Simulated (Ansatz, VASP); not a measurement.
W in VASP and in Ansatz

```
W
1.0
    -1.58000    1.58000    1.58000
     1.58000   -1.58000    1.58000
     1.58000    1.58000   -1.58000
W
1
Direct
  0.00000 0.00000 0.00000
```

Alike in both runs: task single point; functional PBEsol; k mesh 8 × 8 × 8; occupations gaussian, width 0.05 eV; non-collinear spin, spin-orbit coupling.

|  | VASP | Ansatz |
| --- | --- | --- |
| version | VASP 6.6.1 | Ansatz 0.2.0 |
| potentials or method | VASP PAW PBE potentials, release 64 (W_sv), cutoff 500 eV | plane waves, PAW |
| valence electrons in the cell | 14 | 14 |

|  | VASP | Ansatz | Ansatz less VASP |
| --- | --- | --- | --- |
| pressure (GPa) | 0.2 | -1.1 | -1.40 |
| net moment per atom (μB) | 0.00 | 0.00 | 0.000 |

VASP's potentials were made for PBE, not for PBEsol.
